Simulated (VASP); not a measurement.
# C (Cmcm) in VASP: notebook, part 2 of 2

VASP 6.6.1. Earlier steps stand in the parts before.

## (4) Relaxation of cell and atoms, PBE

File INCAR:

```
SYSTEM = C
PREC = Accurate ; ENCUT = 600
EDIFF = 1E-6 ; ISMEAR = 0
SIGMA = 0.02 ; LREAL = .False.
LASPH = .True. ; NELM = 100
ALGO = Normal ; ISIF = 3
LWAVE = .False. ; LCHARG = .False.
GGA = PE ; IBRION = 2
NSW = 100 ; EDIFFG = -0.01
```

File KPOINTS:

```
Automatic mesh
0
Gamma
  8 8 10
  0 0 0
```

File POSCAR:

```
C
1.0
    1.8898271959     -3.8945099362      0.0000000000
    1.8898271959      3.8945099362      0.0000000000
    0.0000000000      0.0000000000      2.5139189511
C
6
Direct
    0.0093692571      0.3996486593      0.7500000000
    0.3996486593      0.0093692571      0.2500000000
    0.6003513407      0.9906307429      0.7500000000
    0.9906307429      0.6003513407      0.2500000000
    0.4444725350      0.5555274650      0.7500000000
    0.5555274650      0.4444725350      0.2500000000
```

Potentials or basis: VASP PAW PBE potentials, release 64 (C).

On the command line:

```
$ cat potpaw_PBE.64/C/POTCAR > POTCAR
$ mpirun -np 1 vasp_std > vasp.out
```

OUTCAR:

```text
SYSTEM = C
   PREC = Accurate
   ENCUT = 600
   EDIFF = 1E-6
   ISMEAR = 0
   LREAL = .False.
   LASPH = .True.
   NELM = 100
   ISIF = 3
   GGA = PE
   IBRION = 2
   NSW = 100
   EDIFFG = -0.01

 ion  position               nearest neighbor table
   1  0.009  0.400  0.750-   3 1.55   4 1.56   4 1.56   5 1.56
   2  0.400  0.009  0.250-   4 1.55   3 1.56   3 1.56   6 1.56
   3  0.600  0.991  0.750-   1 1.55   2 1.56   2 1.56   5 1.56
   4  0.991  0.600  0.250-   2 1.55   1 1.56   1 1.56   6 1.56
   5  0.444  0.556  0.750-   6 1.53   6 1.53   1 1.56   3 1.56
   6  0.556  0.444  0.250-   5 1.53   5 1.53   2 1.56   4 1.56

  LATTYP: Found a base centered orthorhombic cell.
 ALAT       =     3.7796543918
 B/A-ratio  =     2.0607756861
 C/A-ratio  =     0.6651187359

  Lattice vectors:

 A1 = (   1.8898271959,  -3.8945099362,   0.0000000000)
 A2 = (   1.8898271959,   3.8945099362,   0.0000000000)
 A3 = (   0.0000000000,   0.0000000000,   2.5139189511)

Analysis of symmetry for initial positions (statically):
=====================================================================
 Subroutine PRICEL returns:
 Original cell was already a primitive cell.

 Routine SETGRP: Setting up the symmetry group for a
 base centered orthorhombic supercell.

 Subroutine GETGRP returns: Found  8 space group operations
 (whereof  4 operations were pure point group operations)
 out of a pool of  8 trial point group operations.

The static configuration has the point symmetry C_2h.
 The point group associated with its full space group is D_2h.

Analysis of symmetry for dynamics (positions and initial velocities):
=====================================================================
 Subroutine PRICEL returns:
 Original cell was already a primitive cell.

 Routine SETGRP: Setting up the symmetry group for a
 base centered orthorhombic supercell.

[... 135 lines left out ...]
  Fermi-wavevector in a.u.,A,eV,Ry     =   1.417076  2.677886 27.321924  2.008105
  Thomas-Fermi vector in A             =   2.538344
   LORBIT       =      0    0 simple, 1 ext, 2 COOP (PROOUT), +10 PAW based schemes
   GGA     = PE    functional components
   LHFCALC =     F    Hartree Fock is set to
   AEXX    =    0.0000 exact exchange contribution
   IVDW    =     0    specifies the selected vdW correction
   LEPSILON=     F    determine dielectric tensor
   LRPA    =     F    only Hartree local field effects (RPA)
 conjugate gradient relaxation of ions
 non-spin polarized calculation
 Gauss-broadening in eV      SIGMA  =   0.02
  energy-cutoff  :      600.00
  volume of cell :       37.00
 maximum number of plane-waves:      1259
   NGX = 17   NGY = 17   NGZ = 11

--------------------------------------- Ionic step        1  -------------------------------------------

 number of electron      24.0000001 magnetization

 Free energy of the ion-electron system (eV)
  ---------------------------------------------------
  ext. energy  EPLUGINS =         0.00000000
  ---------------------------------------------------
  free energy    TOTEN  =       -53.23586624 eV

  energy without entropy =      -53.23586624  energy(sigma->0) =      -53.23586624

------------------------ aborting loop because EDIFF is reached ----------------------------------------

  FORCE on cell =-STRESS in cart. coord.  units (eV):
  Direction    XX          YY          ZZ          XY          YZ          ZX
  --------------------------------------------------------------------------------------
  -------------------------------------------------------------------------------------
  Total        0.0450644      0.0205915     -0.0126277      0.0000000      0.0000000      0.0000000
  in kB        1.9511386      0.8915448     -0.5467379      0.0000000      0.0000000      0.0000000
  external PRESSURE =       0.7653152 kB  Pullay stress =       0.0000000 kB
[... 67 lines left out ...]
--------------------------------------- Ionic step        3  -------------------------------------------

 number of electron      24.0000001 magnetization

 Free energy of the ion-electron system (eV)
  ---------------------------------------------------
  ext. energy  EPLUGINS =         0.00000000
  ---------------------------------------------------
  free energy    TOTEN  =       -53.23589019 eV

  energy without entropy =      -53.23589019  energy(sigma->0) =      -53.23589019

 E-fermi :   8.2831     XC(G=0): -12.5958

 val. band max:        8.1937775938   @ k =   0.0000   0.0000   0.0000
 cond. band min:      11.5842665362   @ k =   0.5000   0.5000   0.0000
 fundamental gap:      3.3904889424
 Fermi energy:         8.2830673579

 k-point     1 :       0.0000    0.0000    0.0000
  band No.  band energies     occupation
      1     -12.8130      2.00000
      2      -5.8884      2.00000
      3      -5.2038      2.00000
      4      -3.8285      2.00000
      5      -2.9726      2.00000
      6      -0.6323      2.00000
[... 433 lines left out ...]
      3      -5.9876      2.00000
      4      -3.4939      2.00000
      5      -0.6481      2.00000
      6       0.5652      2.00000
[... 8 lines left out ...]
     15      15.1160      0.00000
     16      15.5605      0.00000

 [... further k-points ...]
[... 5 lines left out ...]
  --------------------------------------------------------------------------------------
  -------------------------------------------------------------------------------------
  Total        0.0021311     -0.0189037     -0.0085211      0.0000000      0.0000000      0.0000000
  in kB        0.0922560     -0.8183393     -0.3688799      0.0000000      0.0000000      0.0000000
  external PRESSURE =      -0.3649878 kB  Pullay stress =       0.0000000 kB
[... 21 lines left out ...]
  FREE ENERGIE OF THE ION-ELECTRON SYSTEM (eV)
  ---------------------------------------------------
  free  energy   TOTEN  =       -53.2358901863 eV

  energy  without entropy=      -53.2358901863  energy(sigma->0) =      -53.23589019

 reached required accuracy - stopping structural energy minimisation
```

CONTCAR:

```text
C
   1.00000000000000
     1.8900768367335747   -3.8947450084834294   -0.0000000000000000
     1.8900768367335747    3.8947450084834294    0.0000000000000000
     0.0000000000000000    0.0000000000000000    2.5138258969242133
  C
     6
Direct
     0.0093943153249430    0.3995686244765251    0.7500000000000000
     0.3995686244765251    0.0093943153249430    0.2500000000000000
     0.6004313755234749    0.9906056846750569    0.7500000000000000
     0.9906056846750569    0.6004313755234749    0.2500000000000000
     0.4444839728882487    0.5555160271117512    0.7500000000000000
     0.5555160271117512    0.4444839728882487    0.2500000000000000

  0.00000000E+00  0.00000000E+00  0.00000000E+00
  0.00000000E+00  0.00000000E+00  0.00000000E+00
  0.00000000E+00  0.00000000E+00  0.00000000E+00
  0.00000000E+00  0.00000000E+00  0.00000000E+00
  0.00000000E+00  0.00000000E+00  0.00000000E+00
  0.00000000E+00  0.00000000E+00  0.00000000E+00
```

Wall time 1.8 min (1 thread of Intel Xeon Platinum 8259CL at 2.50GHz (Skylake/Cascade Lake), shared host); peak memory 0.2 GiB.

Results:

```
Free energy                            : -53.2359 eV
Relaxed volume                         : 6.17 Å³/atom
Relaxed cell                           : a = 4.329 Å, b = 4.329 Å, c = 2.514 Å, α = 90.00°, β = 90.00°, γ = 128.23°
Space group after relaxing (to 0.05 Å) : Cmcm (No. 63)
Energy gained by relaxing              : 0.0 meV/atom
Ionic steps                            : 3
Pressure after relaxing                : 0.0 GPa
Largest force after relaxing           : 0.003 eV/Å
Band gap on the k mesh                 : 3.39 eV, indirect (least direct gap 3.64 eV)
```

Forces on the atoms (eV/Å):
```
C    0.003 -0.001  0.000
C    0.003  0.001  0.000
C   -0.003 -0.001  0.000
C   -0.003  0.001  0.000
C    0.000  0.002  0.000
C    0.000 -0.002  0.000
```

Final structure:
```
CELL_PARAMETERS angstrom
1.89008 -3.89475 0.00000
1.89008 3.89475 0.00000
0.00000 0.00000 2.51383
ATOMIC_POSITIONS crystal
C 0.00939 0.39957 0.75000
C 0.39957 0.00939 0.25000
C 0.60043 0.99061 0.75000
C 0.99061 0.60043 0.25000
C 0.44448 0.55552 0.75000
C 0.55552 0.44448 0.25000
```

Levels at points of the mesh, in eV from the valence-band top:
```csv
k point,band 10,band 11,band 12,band 13,band 14,band 15
"(0.00, 0.00, 0.00)",-1.32,-0.18,0.00,4.05,6.10,7.27
"(0.50, 0.00, 0.00)",-2.97,-1.41,-1.04,5.42,5.53,6.02
"(0.50, 0.50, 0.00)",-3.40,-2.67,-0.25,3.39,7.17,8.13
"(0.00, 0.00, 0.50)",-6.85,-4.46,-4.46,5.26,5.26,10.73
"(0.50, 0.00, 0.50)",-4.39,-2.77,-2.77,5.96,5.96,7.73
"(0.50, 0.50, 0.50)",-4.40,-3.32,-3.32,6.51,6.51,7.37
```
